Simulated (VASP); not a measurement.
# Ta4O (P-43m) in VASP: further runs

The runs below take Ta4O through single point, with PBE.

Everything below comes from runs of VASP 6.6.1. Logs are shortened: lines on timing, memory, paths and dates and some standing lists are left out, and cuts for length are marked.

## (1) The cell of the first run

The structure is cubic, space group P-43m (No. 215). The conventional cell has a = 4.394 Å, b = 4.394 Å, c = 4.394 Å, α = 90.00°, β = 90.00°, γ = 90.00°. Ta (site symmetry 3m) has 1 O at 2.01 Å within 2.7 Å. O (site symmetry -43m) has 4 Ta at 2.01 Å within 2.7 Å.

## (2) Single point, PBE, collinear spin, ferromagnetic start

INCAR

```
PREC = Accurate
ENCUT = 600
EDIFF = 1E-6
ISMEAR = 0
SIGMA = 0.1
LREAL = F
LASPH = T
NELM = 200
ALGO = Normal
ISIF = 2
LWAVE = F
LCHARG = F
ISPIN = 2
MAGMOM = 1 1 1 1 0
LORBIT = 11
LMAXMIX = 4
GGA = PE
NBANDS = 41
GGA_COMPAT = F
```

KPOINTS

```
Automatic mesh
0
Gamma
  4 4 4
```

POSCAR

```
Ta4O
1.0
    4.3935136835      0.0000000000      0.0000000000
    0.0000000000      4.3935136835      0.0000000000
    0.0000000000      0.0000000000      4.3935136835
Ta O
4 1
Direct
    0.2636902031      0.7363097969      0.2636902031
    0.7363097969      0.2636902031      0.2636902031
    0.7363097969      0.7363097969      0.7363097969
    0.2636902031      0.2636902031      0.7363097969
    0.0000000000      0.0000000000      0.0000000000
```

Potentials or basis: VASP PAW PBE potentials, release 64 (Ta_sv_GW, O).

The run is started by

```console
$ cat potpaw_PBE.64/Ta_sv_GW/POTCAR potpaw_PBE.64/O/POTCAR > POTCAR
$ mpirun -np 1 vasp_std > vasp.out
```

OUTCAR:

```text
PREC = Accurate
   ENCUT = 600
   EDIFF = 1E-6
   ISMEAR = 0
   LREAL = F
   LASPH = T
   NELM = 200
   ISIF = 2
   ISPIN = 2
   LORBIT = 11
   GGA = PE

 ion  position               nearest neighbor table
   1  0.264  0.736  0.264-   5 2.01   3 2.94   4 2.94   2 2.94   2 3.11   4 3.11   3 3.11   4 3.11
                             2 3.11   3 3.11   4 3.28   2 3.28   3 3.28
   2  0.736  0.264  0.264-   5 2.01   3 2.94   4 2.94   1 2.94   1 3.11   4 3.11   3 3.11   4 3.11
                             1 3.11   3 3.11   4 3.28   1 3.28   3 3.28
   3  0.736  0.736  0.736-   5 2.01   2 2.94   4 2.94   1 2.94   1 3.11   2 3.11   1 3.11   4 3.11
                             2 3.11   4 3.11   2 3.28   4 3.28   1 3.28
   4  0.264  0.264  0.736-   5 2.01   2 2.94   3 2.94   1 2.94   1 3.11   2 3.11   1 3.11   3 3.11
                             2 3.11   3 3.11   1 3.28   2 3.28   3 3.28
   5  0.000  0.000  0.000-   1 2.01   2 2.01   3 2.01   4 2.01

  LATTYP: Found a simple cubic cell.
 ALAT       =     4.3935136835

  Lattice vectors:

 A1 = (   4.3935136835,   0.0000000000,   0.0000000000)
 A2 = (   0.0000000000,   4.3935136835,   0.0000000000)
 A3 = (   0.0000000000,   0.0000000000,   4.3935136835)

Analysis of symmetry for initial positions (statically):
=====================================================================
 Subroutine PRICEL returns:
 Original cell was already a primitive cell.

 Routine SETGRP: Setting up the symmetry group for a
 simple cubic supercell.

 Subroutine GETGRP returns: Found 24 space group operations
 (whereof 24 operations were pure point group operations)
 out of a pool of 48 trial point group operations.

The static configuration has the point symmetry T_d .

Analysis of symmetry for dynamics (positions and initial velocities):
=====================================================================
 Subroutine PRICEL returns:
 Original cell was already a primitive cell.

 Routine SETGRP: Setting up the symmetry group for a
 simple cubic supercell.

 Subroutine GETGRP returns: Found 24 space group operations
 (whereof 24 operations were pure point group operations)
 out of a pool of 48 trial point group operations.

The dynamic configuration has the point symmetry T_d .

Analysis of structural, dynamic, and magnetic symmetry:
=====================================================================
 Subroutine PRICEL returns:
 Original cell was already a primitive cell.

 Routine SETGRP: Setting up the symmetry group for a
 simple cubic supercell.

 Subroutine GETGRP returns: Found 24 space group operations
 (whereof 24 operations were pure point group operations)
 out of a pool of 48 trial point group operations.

The overall configuration has the point symmetry T_d .

 Subroutine INISYM returns: Found 24 space group operations
 (whereof 24 operations are pure point group operations),
 and found     1 'primitive' translations

----------------------------------------------------------------------------------------

                                     Primitive cell

  volume of cell :      84.8078

  direct lattice vectors                    reciprocal lattice vectors
     4.393513684  0.000000000  0.000000000     0.227608259  0.000000000  0.000000000
     0.000000000  4.393513684  0.000000000     0.000000000  0.227608259  0.000000000
     0.000000000  0.000000000  4.393513684     0.000000000  0.000000000  0.227608259

  length of vectors
     4.393513684  4.393513684  4.393513684     0.227608259  0.227608259  0.227608259

  position of ions in fractional coordinates (direct lattice)
     0.263690203  0.736309797  0.263690203
     0.736309797  0.263690203  0.263690203
     0.736309797  0.736309797  0.736309797
     0.263690203  0.263690203  0.736309797
     0.000000000  0.000000000  0.000000000

  ion indices of the primitive-cell ions
   primitive index   ion index
                 1           1
                 2           2
                 3           3
                 4           4
                 5           5
[... 33 lines left out ...]
  0.500000  0.250000  0.000000     12.000000
  0.500000  0.500000  0.000000      3.000000
  0.250000  0.250000  0.250000      8.000000
  0.500000  0.250000  0.250000     12.000000
  0.500000  0.500000  0.250000      6.000000
  0.500000  0.500000  0.500000      1.000000
   k-points           NKPTS =     10   k-points in BZ     NKDIM =     10   number of bands    NBANDS=     41
   number of dos      NEDOS =    301   number of ions     NIONS =      5
   total plane-waves  NPLWV =  46656
   dimension x,y,z NGX =    36 NGY =   36 NGZ =   36
   dimension x,y,z NGXF=    72 NGYF=   72 NGZF=   72
   ions per type =               4   1
   NGX,Y,Z   is equivalent  to a cutoff of  13.62, 13.62, 13.62 a.u.
   NGXF,Y,Z  is equivalent  to a cutoff of  27.24, 27.24, 27.24 a.u.
 SYSTEM =  unknown system
   PREC   = accura    normal or accurate (medium, high low for compatibility)
   ISTART =      0    job   : 0-new  1-cont  2-samecut
   ICHARG =      2    charge: 1-file 2-atom 10-const
   ISPIN  =      2    spin polarized calculation?
   LNONCOLLINEAR =      F non collinear calculations
   LSORBIT =      F    spin-orbit coupling
   LASPH  =      T    aspherical Exc in radial PAW
   ENCUT  =  600.0 eV  44.10 Ry    6.64 a.u.   8.77  8.77  8.77*2*pi/ulx,y,z
   NELM   =    200;   NELMIN=  2; NELMDL= -5     # of ELM steps
   EDIFF  = 0.1E-05   stopping-criterion for ELM
   LREAL  =      F    real-space projection
   EDIFFG = 0.1E-04   stopping-criterion for IOM
   NSW    =      0    number of steps for IOM
   IBRION =     -1    ionic relax: 0-MD 1-quasi-New 2-CG
   NFREE  =      0    steps in history (QN), initial steepest desc. (CG)
   ISIF   =      2    stress and relaxation
   ISYM   =      2    0-nonsym 1-usesym 2-fastsym
   POTIM  = 0.5000    time-step for ionic-motion
   TEBEG  =    0.0;   TEEND  =   0.0 temperature during run
   PSTRESS=    0.0 pullay stress
   NELECT =      58.0000    total number of electrons
   NUPDOWN=      -1.0000    fix difference up-down
   EMIN   =  10.00;   EMAX   =-10.00  energy-range for DOS
   EFERMI =   0.00;   METHOD = LEGACY
   ISMEAR =     0;   SIGMA  =   0.10  broadening in eV -4-tet -1-fermi 0-gaus
   EFERMI_NEDOS =   21; number of points for ismear=-14 and -15
   IALGO  =     38    algorithm
   IMIX   =      4    mixing-type and parameters
     AMIX     =   0.40;   BMIX     =  1.00
     AMIX_MAG =   1.60;   BMIX_MAG =  1.00
  volume/ion in A,a.u.               =      16.96       114.46
  Fermi-wavevector in a.u.,A,eV,Ry     =   1.442355  2.725656 28.305398  2.080388
  Thomas-Fermi vector in A             =   2.560884
   LORBIT       =     11    0 simple, 1 ext, 2 COOP (PROOUT), +10 PAW based schemes
   GGA     = PE    functional components
   LHFCALC =     F    Hartree Fock is set to
   AEXX    =    0.0000 exact exchange contribution
   IVDW    =     0    specifies the selected vdW correction
   LEPSILON=     F    determine dielectric tensor
   LRPA    =     F    only Hartree local field effects (RPA)
 spin polarized calculation
 Gauss-broadening in eV      SIGMA  =   0.10
  energy-cutoff  :      600.00
  volume of cell :       84.81
 maximum number of plane-waves:      2872
 NGX is ok and might be reduce to    36
   NGX = 17   NGY = 17   NGZ = 17

 number of electron      57.9999995 magnetization      -0.0011460

 number of electron      57.9999995 magnetization       0.0001747

 Free energy of the ion-electron system (eV)
  ---------------------------------------------------
  ext. energy  EPLUGINS =         0.00000000
  ---------------------------------------------------
  free energy    TOTEN  =       -64.71747339 eV

  energy without entropy =      -64.70413266  energy(sigma->0) =      -64.71080302

 E-fermi :   9.7105     XC(G=0): -12.5336

 val. band max:        9.6194518666   @ k =   0.5000   0.5000   0.5000
 cond. band min:       9.7299328127   @ k =   0.5000   0.2500   0.2500
 fundamental gap:      0.1104809461
 Fermi energy:         9.7105034590

 spin component 1

 k-point     1 :       0.0000    0.0000    0.0000
  band No.  band energies     occupation
      1     -58.3374      1.00000
      2     -58.2598      1.00000
      3     -58.2598      1.00000
      4     -58.2598      1.00000
      5     -25.4357      1.00000
      6     -24.9994      1.00000
[... 429 lines left out ...]
     40      14.5617      0.00000
     41      14.5618      0.00000
 Fermi energy:         9.7105034590

 spin component 2

 k-point     1 :       0.0000    0.0000    0.0000
  band No.  band energies     occupation
      1     -58.3374      1.00000
      2     -58.2597      1.00000
      3     -58.2597      1.00000
      4     -58.2597      1.00000
      5     -25.4357      1.00000
      6     -24.9995      1.00000
[... 429 lines left out ...]
     40      14.5617      0.00000
     41      14.5768      0.00000

------------------------ aborting loop because EDIFF is reached ----------------------------------------

  FORCE on cell =-STRESS in cart. coord.  units (eV):
  Direction    XX          YY          ZZ          XY          YZ          ZX
  --------------------------------------------------------------------------------------
  -------------------------------------------------------------------------------------
  Total        0.0088789      0.0088789      0.0088789      0.0000000     -0.0000000      0.0000000
  in kB        0.1677397      0.1677397      0.1677397      0.0000000     -0.0000000      0.0000000
  external PRESSURE =       0.1677397 kB  Pullay stress =       0.0000000 kB

 VOLUME and BASIS-vectors are now :
 -----------------------------------------------------------------------------
  energy-cutoff  :      600.00
  volume of cell :       84.81
      direct lattice vectors                 reciprocal lattice vectors
     4.393513684  0.000000000  0.000000000     0.227608259  0.000000000  0.000000000
     0.000000000  4.393513684  0.000000000     0.000000000  0.227608259  0.000000000
     0.000000000  0.000000000  4.393513684     0.000000000  0.000000000  0.227608259

 POSITION                                       TOTAL-FORCE (eV/Angst)
 -----------------------------------------------------------------------------------
      1.15853      3.23499      1.15853         0.039721     -0.039721      0.039721
      3.23499      1.15853      1.15853        -0.039721      0.039721      0.039721
      3.23499      3.23499      3.23499        -0.039721     -0.039721     -0.039721
      1.15853      1.15853      3.23499         0.039721      0.039721     -0.039721
      0.00000      0.00000      0.00000        -0.000000     -0.000000      0.000000
 -----------------------------------------------------------------------------------
    total drift:                                0.000000      0.000000     -0.000000

  FREE ENERGIE OF THE ION-ELECTRON SYSTEM (eV)
  ---------------------------------------------------
  free  energy   TOTEN  =       -64.7174733902 eV

  energy  without entropy=      -64.7041326575  energy(sigma->0) =      -64.71080302

 total charge

# of ion       s       p       d       f       tot
--------------------------------------------------
    1        3.348   6.039   2.193   0.049  11.630
    2        3.348   6.039   2.193   0.049  11.630
    3        3.348   6.039   2.193   0.049  11.630
    4        3.348   6.039   2.193   0.049  11.630
    5        1.576   3.590   0.000   0.000   5.165
--------------------------------------------------
tot         14.969  27.745   8.772   0.198  51.684

 magnetization (x)

# of ion       s       p       d       f       tot
--------------------------------------------------
    1        0.000  -0.000   0.000   0.000   0.000
    2        0.000  -0.000   0.000   0.000   0.000
    3        0.000  -0.000   0.000   0.000   0.000
    4        0.000  -0.000   0.000   0.000   0.000
    5       -0.000  -0.000   0.000   0.000  -0.000
--------------------------------------------------
tot          0.000  -0.000   0.000   0.000   0.000
```

Wall time 70 s (1 thread of Intel Xeon 6975P-C (Granite Rapids), shared host); peak memory 0.27 GiB.

Results:

- Free energy: -64.7175 eV
- Pressure: 0.0 GPa
- Largest force: 0.069 eV/Å
- Band gap on the k mesh: zero (filled and empty bands overlap)
- Net moment: 0.00 μB per cell
- Valence electrons inside the program's atomic spheres: Ta 11.63; O 5.17

Forces in eV/Å, atoms in the order of the input:
```
Ta   0.040 -0.040  0.040
Ta  -0.040  0.040  0.040
Ta  -0.040 -0.040 -0.040
Ta   0.040  0.040 -0.040
O    0.000  0.000  0.000
```

Levels at points of the mesh, in eV from the Fermi level:
Spin up:
```tsv
k point	band 27	band 28	band 29	band 30	band 31	band 32
(0.00, 0.00, 0.00)	-1.44	1.61	1.61	1.61	1.62	1.62
(0.50, 0.00, 0.00)	-1.26	-1.21	-0.41	-0.40	1.29	1.29
(0.50, 0.50, 0.00)	-0.77	-0.77	-0.57	-0.57	1.20	1.27
(0.50, 0.50, 0.50)	0.23	0.23	0.23	0.33	0.33	0.33
```
Spin down:
| k point | band 25 | band 26 | band 27 | band 28 | band 29 | band 30 | band 31 | band 32 | band 33 | band 34 |
| --- | --- | --- | --- | --- | --- | --- | --- | --- | --- | --- |
| (0.00, 0.00, 0.00) | -2.75 | -2.75 | -1.44 | 1.61 | 1.61 | 1.61 | 1.62 | 1.62 | 3.26 | 3.26 |
| (0.50, 0.00, 0.00) | -1.50 | -1.45 | -1.26 | -1.21 | -0.41 | -0.40 | 1.29 | 1.29 | 1.59 | 2.05 |
| (0.50, 0.50, 0.00) | -1.32 | -1.08 | -0.77 | -0.77 | -0.57 | -0.57 | 1.20 | 1.27 | 1.27 | 1.37 |
| (0.50, 0.50, 0.50) | -0.09 | -0.09 | 0.23 | 0.23 | 0.23 | 0.33 | 0.33 | 0.33 | 2.25 | 2.25 |

Caveat: spin-orbit coupling is left out, which moves the levels of the heavy elements.

## (3) Single point, PBE

INCAR

```
ALGO = Normal ; EDIFF = 1E-6
ENCUT = 600 ; GGA = PE
GGA_COMPAT = F ; ISIF = 2
ISMEAR = 0 ; LASPH = T
LCHARG = F ; LREAL = F
LWAVE = F ; NBANDS = 37
NELM = 120 ; PREC = Accurate
SIGMA = 0.1
```

KPOINTS

```
k-points
0
Gamma
  8 8 8
```

POSCAR

```
Ta4O
1.0
    4.3940506453      0.0000000000      0.0000000000
    0.0000000000      4.3940506453      0.0000000000
    0.0000000000      0.0000000000      4.3940506453
Ta O
4 1
Direct
    0.2637447757      0.7362552243      0.2637447757
    0.7362552243      0.2637447757      0.2637447757
    0.7362552243      0.7362552243      0.7362552243
    0.2637447757      0.2637447757      0.7362552243
    0.0000000000      0.0000000000      0.0000000000
```

Potentials or basis: VASP PAW PBE potentials, release 64 (Ta_sv_GW, O).

The run is started by

```console
$ cat potpaw_PBE.64/Ta_sv_GW/POTCAR potpaw_PBE.64/O/POTCAR > POTCAR
$ mpirun -np 1 vasp_std > vasp.out
```

Run time: 70 s. Hardware: 1 thread of Intel Xeon 6975P-C (Granite Rapids), shared host; peak memory 0.27 GiB.

Results (log left out):

```
Free energy            : -64.7029 eV
Pressure               : -0.2 GPa
Largest force          : 0.048 eV/Å
Band gap on the k mesh : zero (band 29 reaches 11.32 eV, above the bottom of band 30 at 9.14 eV)
```

Forces in eV/Å, atoms in the order of the input:
```
Ta   0.027 -0.027  0.027
Ta  -0.027  0.027  0.027
Ta  -0.027 -0.027 -0.027
Ta   0.027  0.027 -0.027
O    0.000  0.000  0.000
```

Levels at points of the mesh, in eV from the Fermi level:
```csv
k point,band 25,band 26,band 27,band 28,band 29,band 30,band 31,band 32,band 33,band 34
"(0.00, 0.00, 0.00)",-2.73,-2.73,-1.43,1.62,1.62,1.62,1.64,1.64,3.28,3.28
"(0.50, 0.00, 0.00)",-1.48,-1.43,-1.25,-1.19,-0.40,-0.38,1.30,1.30,1.61,2.06
"(0.50, 0.50, 0.00)",-1.31,-1.06,-0.75,-0.75,-0.56,-0.56,1.22,1.28,1.28,1.38
"(0.50, 0.50, 0.50)",-0.08,-0.08,0.25,0.25,0.25,0.35,0.35,0.35,2.26,2.26
```

Caveat: spin-orbit coupling is left out, which moves the levels of the heavy elements.
